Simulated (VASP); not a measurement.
# W (R3m) in VASP: single point with r2SCAN

Aim: the single point of W with r2SCAN.

Program: VASP 6.6.1. These are calculated values, not measurements. Logs are shortened: lines on timing, memory, paths and dates and some standing lists are left out, and cuts for length are marked.

**1. The cell of the first run**

Symmetry: R3m, No. 160, trigonal system. Conventional cell: a = 5.742 Å, b = 5.742 Å, c = 14.064 Å, α = 90.00°, β = 90.00°, γ = 120.00°. W (site symmetry 3m) has 12 W at 2.76 to 2.99 Å within 3.6 Å. Within 3.8 Å of W (site symmetry m) lie 12 W at 2.87 Å. W (site symmetry m) has 12 W at 2.76 to 2.99 Å within 3.6 Å. W (site symmetry 3m) has 12 W at 2.87 Å within 3.8 Å.

**2. Single point, r2SCAN (atom 1 (W) moved +0.140 Å along Cartesian [1 1 1])**

File POSCAR:

```
W
1.0
    4.0600000000     -4.0600000000      0.0000000000
    4.0600000000      0.0000000000      4.0600000000
    0.0000000000     -4.0600000000      4.0600000000
W
8
Direct
    0.4900456850      0.0298629450     -0.0099543150
    0.5000000000      0.0000000000      0.5000000000
    0.5000000000      0.5000000000      0.0000000000
    0.5000000000      0.5000000000      0.5000000000
    0.0000000000      0.0000000000      0.0000000000
    0.0000000000      0.0000000000      0.5000000000
    0.0000000000      0.5000000000      0.0000000000
    0.0000000000      0.5000000000      0.5000000000
```

File INCAR.step1:

```
ALGO = Normal
EDIFF = 1E-5
ENCUT = 550
GGA = PE
GGA_COMPAT = F
ISMEAR = 0
KPAR = 4
LASPH = T
LCHARG = F
LREAL = F
LWAVE = T
NBANDS = 66
NELM = 120
PREC = Accurate
SIGMA = 0.15
```

File INCAR.step2:

```
ALGO = Normal
EDIFF = 1E-6
ENCUT = 550
GGA_COMPAT = F
ISIF = 2
ISMEAR = 0
ISTART = 1
KPAR = 4
LASPH = T
LCHARG = F
LMIXTAU = T
LREAL = F
LWAVE = F
METAGGA = R2SCAN
NBANDS = 66
NELM = 120
PREC = Accurate
SIGMA = 0.15
```

File KPOINTS:

```
k-points
0
Gamma
  10 10 10
```

Potentials or basis: VASP PAW PBE potentials, release 64 (W_sv).

The run is started by

```bash
$ cat potpaw_PBE.64/W_sv/POTCAR > POTCAR
$ cp INCAR.step1 INCAR
$ mpirun -np 4 vasp_std > vasp.out
$ cp INCAR.step2 INCAR
$ mpirun -np 4 vasp_std > vasp.out
```

OUTCAR:

```text
EDIFF = 1E-6
   ENCUT = 550
   ISIF = 2
   ISMEAR = 0
   ISTART = 1
   LASPH = T
   LREAL = F
   METAGGA = R2SCAN
   NELM = 120
   PREC = Accurate

 ion  position               nearest neighbor table
   1  0.490  0.030  0.990-   4 2.76   7 2.76   3 2.76   5 2.87   2 2.87   6 2.87   6 2.87   5 2.87
                             2 2.87   3 2.99   4 2.99   7 2.99
   2  0.500  0.000  0.500-   4 2.87   6 2.87   3 2.87   5 2.87   3 2.87   4 2.87   8 2.87   5 2.87
                             6 2.87   8 2.87   1 2.87   1 2.87
   3  0.500  0.500  0.000-   1 2.76   4 2.87   7 2.87   2 2.87   4 2.87   8 2.87   2 2.87   5 2.87
                             5 2.87   7 2.87   8 2.87   1 2.99
   4  0.500  0.500  0.500-   1 2.76   2 2.87   3 2.87   8 2.87   3 2.87   7 2.87   2 2.87   6 2.87
                             6 2.87   7 2.87   8 2.87   1 2.99
   5  0.000  0.000  0.000-   6 2.87   7 2.87   2 2.87   6 2.87   8 2.87   3 2.87   7 2.87   8 2.87
                             2 2.87   3 2.87   1 2.87   1 2.87
   6  0.000  0.000  0.500-   2 2.87   5 2.87   8 2.87   5 2.87   7 2.87   4 2.87   7 2.87   8 2.87
                             2 2.87   4 2.87   1 2.87   1 2.87
   7  0.000  0.500  0.000-   1 2.76   3 2.87   5 2.87   8 2.87   4 2.87   6 2.87   8 2.87   5 2.87
                             6 2.87   3 2.87   4 2.87   1 2.99
   8  0.000  0.500  0.500-   4 2.87   6 2.87   7 2.87   3 2.87   5 2.87   7 2.87   2 2.87   5 2.87
                             6 2.87   2 2.87   3 2.87   4 2.87

  LATTYP: Found a face centered cubic cell.
 ALAT       =     8.1200000000

  Lattice vectors:

 A1 = (   4.0600000000,  -4.0600000000,   0.0000000000)
 A2 = (   4.0600000000,   0.0000000000,   4.0600000000)
 A3 = (   0.0000000000,  -4.0600000000,   4.0600000000)

Analysis of symmetry for initial positions (statically):
=====================================================================
 Subroutine PRICEL returns:
 Original cell was already a primitive cell.

 Routine SETGRP: Setting up the symmetry group for a
 face centered cubic supercell.

 Subroutine GETGRP returns: Found  6 space group operations
 (whereof  2 operations were pure point group operations)
 out of a pool of 48 trial point group operations.

The static configuration has the point symmetry C_1h.
 The point group associated with its full space group is C_3v.

Analysis of symmetry for dynamics (positions and initial velocities):
=====================================================================
 Subroutine PRICEL returns:
 Original cell was already a primitive cell.

 Routine SETGRP: Setting up the symmetry group for a
 face centered cubic supercell.

 Subroutine GETGRP returns: Found  6 space group operations
 (whereof  2 operations were pure point group operations)
 out of a pool of 48 trial point group operations.

The dynamic configuration has the point symmetry C_1h.
 The point group associated with its full space group is C_3v.

 Subroutine INISYM returns: Found  6 space group operations
 (whereof  2 operations are pure point group operations),
 and found     1 'primitive' translations

----------------------------------------------------------------------------------------

                                     Primitive cell

  volume of cell :     133.8468

  direct lattice vectors                    reciprocal lattice vectors
     4.060000000 -4.060000000  0.000000000     0.123152709 -0.123152709 -0.123152709
     4.060000000  0.000000000  4.060000000     0.123152709  0.123152709  0.123152709
     0.000000000 -4.060000000  4.060000000    -0.123152709 -0.123152709  0.123152709

  length of vectors
     5.741707063  5.741707063  5.741707063     0.213306750  0.213306750  0.213306750

  position of ions in fractional coordinates (direct lattice)
     0.490045685  0.029862945  0.990045685
     0.500000000  0.000000000  0.500000000
     0.500000000  0.500000000  0.000000000
     0.500000000  0.500000000  0.500000000
     0.000000000  0.000000000  0.000000000
     0.000000000  0.000000000  0.500000000
     0.000000000  0.500000000  0.000000000
     0.000000000  0.500000000  0.500000000

  ion indices of the primitive-cell ions
   primitive index   ion index
                 1           1
                 2           2
                 3           3
                 4           4
                 5           5
                 6           6
                 7           7
                 8           8

----------------------------------------------------------------------------------------

 KPOINTS: k-points

Automatic generation of k-mesh.
 Grid dimensions read from file:
 generate k-points for:   10   10   10

 Generating k-lattice:

  Cartesian coordinates                     Fractional coordinates (reciprocal lattice)
     0.012315271 -0.012315271 -0.012315271     0.100000000  0.000000000  0.000000000
     0.012315271  0.012315271  0.012315271     0.000000000  0.100000000  0.000000000
    -0.012315271 -0.012315271  0.012315271     0.000000000  0.000000000  0.100000000

  Length of vectors
     0.021330675  0.021330675  0.021330675

  Shift w.r.t. Gamma in fractional coordinates (k-lattice)
     0.000000000  0.000000000  0.000000000

 Subroutine IBZKPT returns following result:
 ===========================================

 Found    116 irreducible k-points:

 Following reciprocal coordinates:
            Coordinates               Weight
  0.000000  0.000000  0.000000      1.000000
  0.100000  0.000000  0.000000      6.000000
  0.000000  0.100000  0.000000      2.000000
  0.200000  0.000000  0.000000      6.000000
  0.000000  0.200000  0.000000      2.000000
  0.300000  0.000000  0.000000      6.000000
[... 16 lines left out ...]
  0.000000  0.500000  0.100000      6.000000
  0.100000  0.000000  0.500000     12.000000
 [... further k-points ...]
   k-points           NKPTS =    116   k-points in BZ     NKDIM =    116   number of bands    NBANDS=     66
   number of dos      NEDOS =    301   number of ions     NIONS =      8
   total plane-waves  NPLWV = 110592
   dimension x,y,z NGX =    48 NGY =   48 NGZ =   48
   dimension x,y,z NGXF=    96 NGYF=   96 NGZF=   96
   ions per type =               8
   NGX,Y,Z   is equivalent  to a cutoff of  13.90, 13.90, 13.90 a.u.
   NGXF,Y,Z  is equivalent  to a cutoff of  27.80, 27.80, 27.80 a.u.
 SYSTEM =  unknown system
   PREC   = accura    normal or accurate (medium, high low for compatibility)
   ISTART =      1    job   : 0-new  1-cont  2-samecut
   ICHARG =      0    charge: 1-file 2-atom 10-const
   ISPIN  =      1    spin polarized calculation?
   LNONCOLLINEAR =      F non collinear calculations
   LSORBIT =      F    spin-orbit coupling
   LASPH  =      T    aspherical Exc in radial PAW
   ENCUT  =  550.0 eV  40.42 Ry    6.36 a.u.  10.98 10.98 10.98*2*pi/ulx,y,z
   NELM   =    120;   NELMIN=  2; NELMDL=  0     # of ELM steps
   EDIFF  = 0.1E-05   stopping-criterion for ELM
   LREAL  =      F    real-space projection
   EDIFFG = 0.1E-04   stopping-criterion for IOM
   NSW    =      0    number of steps for IOM
   IBRION =     -1    ionic relax: 0-MD 1-quasi-New 2-CG
   NFREE  =      0    steps in history (QN), initial steepest desc. (CG)
   ISIF   =      2    stress and relaxation
   ISYM   =      2    0-nonsym 1-usesym 2-fastsym
   POTIM  = 0.5000    time-step for ionic-motion
   TEBEG  =    0.0;   TEEND  =   0.0 temperature during run
   PSTRESS=    0.0 pullay stress
   NELECT =     112.0000    total number of electrons
   NUPDOWN=      -1.0000    fix difference up-down
   EMIN   =  10.00;   EMAX   =-10.00  energy-range for DOS
   EFERMI =   0.00;   METHOD = LEGACY
   ISMEAR =     0;   SIGMA  =   0.15  broadening in eV -4-tet -1-fermi 0-gaus
   EFERMI_NEDOS =   21; number of points for ismear=-14 and -15
   IALGO  =     38    algorithm
   IMIX   =      4    mixing-type and parameters
     AMIX     =   0.40;   BMIX     =  1.00
     AMIX_MAG =   1.60;   BMIX_MAG =  1.00
  volume/ion in A,a.u.               =      16.73       112.91
  Fermi-wavevector in a.u.,A,eV,Ry     =   1.542688  2.915258 32.380324  2.379887
  Thomas-Fermi vector in A             =   2.648457
   LORBIT       =      0    0 simple, 1 ext, 2 COOP (PROOUT), +10 PAW based schemes
   METAGGA = R2SCAN    functional components
   LHFCALC =     F    Hartree Fock is set to
   AEXX    =    0.0000 exact exchange contribution
   IVDW    =     0    specifies the selected vdW correction
   LEPSILON=     F    determine dielectric tensor
   LRPA    =     F    only Hartree local field effects (RPA)
 non-spin polarized calculation
 Gauss-broadening in eV      SIGMA  =   0.15
  energy-cutoff  :      550.00
  volume of cell :      133.85
 maximum number of plane-waves:      3948
 NGX is ok and might be reduce to    48
   NGX = 21   NGY = 21   NGZ = 21

 number of electron     112.0000014 magnetization

 Free energy of the ion-electron system (eV)
  ---------------------------------------------------
  ext. energy  EPLUGINS =         0.00000000
  ---------------------------------------------------
  free energy    TOTEN  =      -406.22889981 eV

  energy without entropy =     -406.11195328  energy(sigma->0) =     -406.17042654

 E-fermi :  10.0863     XC(G=0): -14.6047

 val. band max:       10.0853498490   @ k =   0.2000   0.0000  -0.2000
 cond. band min:      10.0875507327   @ k =   0.3000   0.1000   0.0000
 fundamental gap:      0.0022008837
 Fermi energy:        10.0863458690

 k-point     1 :       0.0000    0.0000    0.0000
  band No.  band energies     occupation
      1     -65.5756      2.00000
      2     -65.4667      2.00000
      3     -65.4664      2.00000
      4     -65.4664      2.00000
      5     -65.4564      2.00000
      6     -65.4296      2.00000
[... 58 lines left out ...]
     65      15.1913      0.00000
     66      15.1956      0.00000

 k-point     2 :       0.1000    0.0000    0.0000
  band No.  band energies     occupation
      1     -65.5729      2.00000
      2     -65.4687      2.00000
      3     -65.4658      2.00000
      4     -65.4655      2.00000
      5     -65.4561      2.00000
      6     -65.4306      2.00000
[... 58 lines left out ...]
     65      15.0088      0.00000
     66      15.0274      0.00000

 k-point     3 :       0.0000    0.1000    0.0000
  band No.  band energies     occupation
      1     -65.5729      2.00000
      2     -65.4687      2.00000
      3     -65.4655      2.00000
      4     -65.4655      2.00000
      5     -65.4564      2.00000
      6     -65.4305      2.00000
[... 1438 lines left out ...]
     65      12.3396      0.00000
     66      12.5283      0.00000

 k-point    24 :       0.1000    0.0000    0.5000
  band No.  band energies     occupation
      1     -65.5249      2.00000
      2     -65.5126      2.00000
      3     -65.4573      2.00000
      4     -65.4532      2.00000
      5     -65.4502      2.00000
      6     -65.4440      2.00000
[... 58 lines left out ...]
     65      12.3297      0.00000
     66      12.6140      0.00000

 [... further k-points ...]

------------------------ aborting loop because EDIFF is reached ----------------------------------------

  FORCE on cell =-STRESS in cart. coord.  units (eV):
  Direction    XX          YY          ZZ          XY          YZ          ZX
  --------------------------------------------------------------------------------------
  -------------------------------------------------------------------------------------
  Total       -6.1257591     -6.1257591     -6.1257591     -0.6562510     -0.6562510     -0.6562510
  in kB      -73.3267442    -73.3267442    -73.3267442     -7.8554752     -7.8554752     -7.8554752
  external PRESSURE =     -73.3267442 kB  Pullay stress =       0.0000000 kB

 VOLUME and BASIS-vectors are now :
 -----------------------------------------------------------------------------
  energy-cutoff  :      550.00
  volume of cell :      133.85
      direct lattice vectors                 reciprocal lattice vectors
     4.060000000 -4.060000000  0.000000000     0.123152709 -0.123152709 -0.123152709
     4.060000000  0.000000000  4.060000000     0.123152709  0.123152709  0.123152709
     0.000000000 -4.060000000  4.060000000    -0.123152709 -0.123152709  0.123152709

 POSITION                                       TOTAL-FORCE (eV/Angst)
 -----------------------------------------------------------------------------------
      2.11083     -6.00917      4.14083        -0.736380     -0.736380     -0.736380
      2.03000     -4.06000      2.03000        -0.181009     -0.177626     -0.177626
      4.06000     -2.03000      2.03000         0.711984     -0.190292      0.711984
      4.06000     -4.06000      4.06000         0.711984      0.711984     -0.190292
      0.00000      0.00000      0.00000        -0.177626     -0.177626     -0.181009
      0.00000     -2.03000      2.03000        -0.177626     -0.181009     -0.177626
      2.03000      0.00000      2.03000        -0.190292      0.711984      0.711984
      2.03000     -2.03000      4.06000         0.038964      0.038964      0.038964
 -----------------------------------------------------------------------------------
    total drift:                                0.000035      0.000035      0.000035

  FREE ENERGIE OF THE ION-ELECTRON SYSTEM (eV)
  ---------------------------------------------------
  free  energy   TOTEN  =      -406.2288998065 eV

  energy  without entropy=     -406.1119532764  energy(sigma->0) =     -406.17042654
```

It took 9.9 min on 4 MPI ranks of Intel Xeon 6975P-C (Granite Rapids), shared host; peak memory 0.86 GiB.

Results:

| Property | Result |
| --- | --- |
| Free energy | -406.2289 eV |
| Pressure | -7.3 GPa |
| Largest force | 1.275 eV/Å |
| Band gap on the k mesh | zero (bands 56 and 57 overlap by 0.76 eV) |

Forces in eV/Å, atoms in the order of the input:
```
W   -0.736 -0.736 -0.736
W   -0.181 -0.178 -0.178
W    0.712 -0.190  0.712
W    0.712  0.712 -0.190
W   -0.178 -0.178 -0.181
W   -0.178 -0.181 -0.178
W   -0.190  0.712  0.712
W    0.039  0.039  0.039
```

Stress tensor (GPa, compression positive):
```
-7.33 -0.79 -0.79
-0.79 -7.33 -0.79
-0.79 -0.79 -7.33
```

Caveat: the cell differs from its parent crystal (atom 1 (W) moved +0.140 Å along Cartesian [1 1 1]); the cell stands under tension; the PAW data sets were made with another functional, which shifts forces and pressure a little; spin-orbit coupling is left out, which moves the levels of the heavy elements.
